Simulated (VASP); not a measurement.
Write the native input for VASP 6.6.1 that does the following.

```yaml
Task: single point
Functional: PBEsol
Potentials_or_basis: VASP PAW PBE potentials, release 64 (W_sv, Se)
Cutoff: 520 eV
k_mesh: 9 × 9 × 2
Occupations: gaussian, width 0.05 eV
Spin: no spin polarisation
Dipole_correction: no
Further_INCAR_settings: ALGO = Normal; EDIFF = 1e-06; NBANDS = 35
```

The structure of WSe2 lies in POSCAR:

```
WSe2
1.0
   -3.2711504052      0.0000000000      0.0000000000
   -1.6355752026     -2.8328993505      0.0000000000
    0.0000000000      0.0000000000     13.4706689562
W Se
2 4
Direct
    0.3333333333      0.3333333333      0.7360808694
    0.6666666667      0.6666666667      0.2453602898
    0.3333333333      0.3333333333      0.1210962766
    0.6666666667      0.6666666667      0.6118168562
    0.3333333333      0.3333333333      0.3696243030
    0.6666666667      0.6666666667      0.8603448826
```

The input as run:

INCAR

```
PREC     = Accurate       # precision mode
ENCUT    = 520            # plane-wave cutoff, eV
EDIFF    = 1E-6           # SCF threshold, eV
ISMEAR   = 0              # smearing method
SIGMA    = 0.05           # smearing width, eV
LREAL    = False          # projectors in reciprocal space
LASPH    = True           # aspherical terms in the spheres
NELM     = 60             # most SCF steps
ALGO     = Normal         # electronic algorithm
ISIF     = 2              # what is computed and relaxed
LWAVE    = False          # write WAVECAR
LCHARG   = True           # write CHGCAR
GGA      = PS             # functional
LELF     = True           # ELF
LVHAR    = True         
NBANDS   = 35             # bands
```

KPOINTS

```
regular mesh
0
Gamma
  9 9 2
```

Potentials or basis: VASP PAW PBE potentials, release 64 (W_sv, Se).

The run is started by

```sh
$ cat potpaw_PBE.64/W_sv/POTCAR potpaw_PBE.64/Se/POTCAR > POTCAR
$ mpirun -np 1 vasp_std > vasp.out
```

Results of the run:

The pressure is 0.3 GPa and the largest force is 0.082 eV/Å. The band gap on the k mesh is 1.21 eV, indirect (least direct gap 1.61 eV).

Caveat: the PAW data sets were made with another functional, which shifts forces and pressure a little; spin-orbit coupling is left out, which moves the levels of the heavy elements; this functional lacks dispersion, which binds the layers, so the pressure and a relaxed spacing across them are unreliable.

Run time: 37 s on 1 thread of Intel(R) Xeon(R) 6975P-C (Granite Rapids), on a shared host, peak memory 0.28 GiB.
